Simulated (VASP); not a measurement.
# InSe in VASP: further runs

The runs below take InSe through single point, with PBE.

All numbers are computed with VASP 6.6.1; they aren't measurements. Logs are shortened: lines on timing, memory, paths and dates and some standing lists are left out, and cuts for length are marked.

**1. The cell of the first run**

The typed cell holds 4 atoms: a = 6.102 Å, b = 6.102 Å, c = 5.708 Å, α = 107.13°, β = 107.13°, γ = 39.51°.

**2. Single point, PBE (atoms displaced along several vibrational modes)**

INCAR

```
PREC     = Accurate       # precision mode
ENCUT    = 520            # plane-wave cutoff, eV
EDIFF    = 1E-6           # SCF threshold, eV
ISMEAR   = 0              # smearing method
SIGMA    = 0.05           # smearing width, eV
LREAL    = F              # projectors in reciprocal space
LASPH    = T              # aspherical terms in the spheres
NELM     = 100            # most SCF steps
ALGO     = Normal         # electronic algorithm
ISIF     = 2              # what is computed and relaxed
LWAVE    = F              # write WAVECAR
LCHARG   = T              # write CHGCAR
GGA      = PE             # functional
LELF     = T              # ELF
LVHAR    = T            
NBANDS   = 27             # bands
```

KPOINTS

```
Automatic mesh
0
Gamma
  8 8 6
```

POSCAR

```
InSe
1.0
    5.7418854575     -2.0623790766     -0.1306417848
    5.7418854575      2.0623790766     -0.1306417848
   -1.6623467844      0.0000000000      5.4603689881
In Se
2 2
Direct
    0.8949049572      0.8847606486      0.0632303726
    0.1050950428      0.1152393514      0.9367696274
    0.6794032498      0.6598627102      0.6935576746
    0.3205967502      0.3401372898      0.3064423254
```

Potentials or basis: VASP PAW PBE potentials, release 64 (In_d, Se).

Command:

```
cat potpaw_PBE.64/In_d/POTCAR potpaw_PBE.64/Se/POTCAR > POTCAR
mpirun -np 1 vasp_std > vasp.out
```

OUTCAR:

```text
PREC = Accurate
   ENCUT = 520
   EDIFF = 1E-6
   ISMEAR = 0
   LREAL = F
   LASPH = T
   NELM = 100
   ISIF = 2
   GGA = PE

 ion  position               nearest neighbor table
   1  0.895  0.885  0.063-   4 2.64   4 2.74   3 2.74   2 2.84   2 3.67   2 3.72
   2  0.105  0.115  0.937-   3 2.64   3 2.74   4 2.74   1 2.84   1 3.67   1 3.72
   3  0.679  0.660  0.694-   2 2.64   2 2.74   1 2.74
   4  0.321  0.340  0.306-   1 2.64   1 2.74   2 2.74

  LATTYP: Found a base centered monoclinic cell.
 ALAT       =    11.4867429471
 B/A-ratio  =     0.3590885747
 C/A-ratio  =     0.4969036053
 COS(beta)  =    -0.3129261517

  Lattice vectors:

 A1 = (   5.7418854575,  -2.0623790766,  -0.1306417848)
 A2 = (   5.7418854575,   2.0623790766,  -0.1306417848)
 A3 = (  -1.6623467844,   0.0000000000,   5.4603689881)

Analysis of symmetry for initial positions (statically):
=====================================================================
 Subroutine PRICEL returns:
 Original cell was already a primitive cell.

 Routine SETGRP: Setting up the symmetry group for a
 base centered monoclinic supercell.

 Subroutine GETGRP returns: Found  2 space group operations
 (whereof  2 operations were pure point group operations)
 out of a pool of  4 trial point group operations.

The static configuration has the point symmetry S_2 .

Analysis of symmetry for dynamics (positions and initial velocities):
=====================================================================
 Subroutine PRICEL returns:
 Original cell was already a primitive cell.

 Routine SETGRP: Setting up the symmetry group for a
 base centered monoclinic supercell.

 Subroutine GETGRP returns: Found  2 space group operations
 (whereof  2 operations were pure point group operations)
 out of a pool of  4 trial point group operations.

The dynamic configuration has the point symmetry S_2 .

 Subroutine INISYM returns: Found  2 space group operations
 (whereof  2 operations are pure point group operations),
 and found     1 'primitive' translations

----------------------------------------------------------------------------------------

                                     Primitive cell
[... 90 lines left out ...]
   LNONCOLLINEAR =      F non collinear calculations
   LSORBIT =      F    spin-orbit coupling
   LASPH  =      T    aspherical Exc in radial PAW
   ENCUT  =  520.0 eV  38.22 Ry    6.18 a.u.  11.35 11.35 10.61*2*pi/ulx,y,z
   NELM   =    100;   NELMIN=  2; NELMDL= -5     # of ELM steps
   EDIFF  = 0.1E-05   stopping-criterion for ELM
   LREAL  =      F    real-space projection
   EDIFFG = 0.1E-04   stopping-criterion for IOM
   NSW    =      0    number of steps for IOM
   IBRION =     -1    ionic relax: 0-MD 1-quasi-New 2-CG
   NFREE  =      0    steps in history (QN), initial steepest desc. (CG)
   ISIF   =      2    stress and relaxation
   ISYM   =      2    0-nonsym 1-usesym 2-fastsym
   POTIM  = 0.5000    time-step for ionic-motion
   TEBEG  =    0.0;   TEEND  =   0.0 temperature during run
   PSTRESS=    0.0 pullay stress
   NELECT =      38.0000    total number of electrons
   NUPDOWN=      -1.0000    fix difference up-down
   EMIN   =  10.00;   EMAX   =-10.00  energy-range for DOS
   EFERMI =   0.00;   METHOD = LEGACY
   ISMEAR =     0;   SIGMA  =   0.05  broadening in eV -4-tet -1-fermi 0-gaus
   EFERMI_NEDOS =   21; number of points for ismear=-14 and -15
   IALGO  =     38    algorithm
   IMIX   =      4    mixing-type and parameters
     AMIX     =   0.40;   BMIX     =  1.00
     AMIX_MAG =   1.60;   BMIX_MAG =  1.00
  volume/ion in A,a.u.               =      32.11       216.67
  Fermi-wavevector in a.u.,A,eV,Ry     =   1.090897  2.061497 16.191712  1.190057
  Thomas-Fermi vector in A             =   2.227131
   LORBIT       =      0    0 simple, 1 ext, 2 COOP (PROOUT), +10 PAW based schemes
   GGA     = PE    functional components
   LHFCALC =     F    Hartree Fock is set to
   AEXX    =    0.0000 exact exchange contribution
   IVDW    =     0    specifies the selected vdW correction
   LEPSILON=     F    determine dielectric tensor
   LRPA    =     F    only Hartree local field effects (RPA)
 non-spin polarized calculation
 Gauss-broadening in eV      SIGMA  =   0.05
  energy-cutoff  :      520.00
  volume of cell :      128.43
 maximum number of plane-waves:      3490
 NGX is ok and might be reduce to    48
   NGX = 23   NGY = 23   NGZ = 21

 number of electron      38.0000002 magnetization

 Free energy of the ion-electron system (eV)
  ---------------------------------------------------
  ext. energy  EPLUGINS =         0.00000000
  ---------------------------------------------------
  free energy    TOTEN  =       -14.06243568 eV

  energy without entropy =      -14.06243568  energy(sigma->0) =      -14.06243568

 E-fermi :   3.2920     XC(G=0):  -8.4485

 val. band max:        3.0745265396   @ k =   0.5000   0.5000   0.0000
 cond. band min:       4.0973360894   @ k =  -0.3750  -0.3750   0.1667
 fundamental gap:      1.0228095498
 Fermi energy:         3.2919792496

 k-point     1 :       0.0000    0.0000    0.0000
  band No.  band energies     occupation
      1     -11.5074      2.00000
      2     -11.3987      2.00000
      3     -11.2544      2.00000
      4     -11.2194      2.00000
      5     -11.1823      2.00000
      6     -11.1802      2.00000
[... 709 lines left out ...]
     26       9.2496      0.00000
     27      10.5314      0.00000

 [... further k-points ...]

------------------------ aborting loop because EDIFF is reached ----------------------------------------

  FORCE on cell =-STRESS in cart. coord.  units (eV):
  Direction    XX          YY          ZZ          XY          YZ          ZX
  --------------------------------------------------------------------------------------
  -------------------------------------------------------------------------------------
  Total       -0.2559885     -0.0289812      0.0239740      0.5259405     -0.8110564      0.0274762
  in kB       -3.1935570     -0.3615524      0.2990855      6.5613149    -10.1182489      0.3427769
  external PRESSURE =      -1.0853413 kB  Pullay stress =       0.0000000 kB

 VOLUME and BASIS-vectors are now :
 -----------------------------------------------------------------------------
  energy-cutoff  :      520.00
  volume of cell :      128.43
      direct lattice vectors                 reciprocal lattice vectors
     5.741885457 -2.062379077 -0.130641785     0.087686792 -0.242438456  0.026695239
     5.741885457  2.062379077 -0.130641785     0.087686792  0.242438456  0.026695239
    -1.662346784  0.000000000  5.460368988     0.004195892  0.000000000  0.184415198

 POSITION                                       TOTAL-FORCE (eV/Angst)
 -----------------------------------------------------------------------------------
     10.11353     -0.02092      0.11276         0.026895      0.230761     -0.113289
     -0.29210      0.02092      5.08632        -0.026895     -0.230761      0.113289
      6.53698     -0.04030      3.61212        -0.027973      0.303276     -0.021141
      3.28445      0.04030      1.58697         0.027973     -0.303276      0.021141
 -----------------------------------------------------------------------------------
    total drift:                               -0.000000     -0.000000      0.000000

  FREE ENERGIE OF THE ION-ELECTRON SYSTEM (eV)
  ---------------------------------------------------
  free  energy   TOTEN  =       -14.0624356755 eV

  energy  without entropy=      -14.0624356755  energy(sigma->0) =      -14.06243568
```

OSZICAR:

```text
N       E                     dE             d eps       ncg     rms          rms(c)
DAV:   1     0.331059357496E+03    0.33106E+03   -0.17324E+04 10584   0.151E+03
DAV:   2     0.258005072108E+02   -0.30526E+03   -0.29584E+03 10684   0.374E+02
DAV:   3    -0.127988687216E+02   -0.38599E+02   -0.38022E+02 13432   0.143E+02
DAV:   4    -0.145185921838E+02   -0.17197E+01   -0.17144E+01 12743   0.318E+01
DAV:   5    -0.145758715127E+02   -0.57279E-01   -0.57270E-01 15500   0.586E+00    0.612E+00
DAV:   6    -0.140742295546E+02    0.50164E+00   -0.96068E-01 15201   0.151E+01    0.373E+00
DAV:   7    -0.140595021828E+02    0.14727E-01   -0.39077E-01 15081   0.396E+00    0.128E+00
DAV:   8    -0.140603497139E+02   -0.84753E-03   -0.34242E-02 15849   0.194E+00    0.549E-01
DAV:   9    -0.140621992744E+02   -0.18496E-02   -0.72687E-03 13610   0.806E-01    0.196E-01
DAV:  10    -0.140622368642E+02   -0.37590E-04   -0.58929E-04 13691   0.213E-01    0.109E-01
DAV:  11    -0.140624236478E+02   -0.18678E-03   -0.30444E-04 12725   0.141E-01    0.285E-02
DAV:  12    -0.140624332656E+02   -0.96178E-05   -0.26553E-05 13732   0.311E-02    0.202E-02
DAV:  13    -0.140624347822E+02   -0.15166E-05   -0.10495E-05 10136   0.231E-02    0.537E-03
DAV:  14    -0.140624356755E+02   -0.89328E-06   -0.21275E-06 10298   0.145E-02
   1 F= -.14062436E+02 E0= -.14062436E+02  d E =-.448435E-12
```

stdout:

```text
POSCAR found type information on POSCAR InSe
 POSCAR found :  2 types and       4 ions
 scaLAPACK will be used
 LDA part: xc-table for (Slater+PW92), standard interpolation
 POSCAR, INCAR and KPOINTS ok, starting setup
 FFT: planning ... GRIDC
 FFT: planning ... GRID_SOFT
 FFT: planning ... GRID
 WAVECAR not read
 entering main loop
```

Wall time 6.3 min (1 thread of Intel Xeon 6975P-C (Granite Rapids), shared host); peak memory 0.72 GiB.

Results:

| Item | Value |
| --- | --- |
| Free energy | -14.0624 eV |
| Pressure | -0.1 GPa |
| Largest force | 0.305 eV/Å |
| Band gap on the k mesh | 1.02 eV (least direct gap 1.17 eV) |

Forces in eV/Å, atoms in the order of the input:
```
In   0.027  0.231 -0.113
In  -0.027 -0.231  0.113
Se  -0.028  0.303 -0.021
Se   0.028 -0.303  0.021
```

Stress tensor (GPa, compression positive):
```
-0.32  0.66  0.03
 0.66 -0.04 -1.01
 0.03 -1.01  0.03
```

Caveat: the cell differs from its parent crystal (atoms displaced along several vibrational modes); spin-orbit coupling is left out, which moves the levels of the heavy elements. A k mesh can miss the band edges.

(Continued in part 2 of 2.)
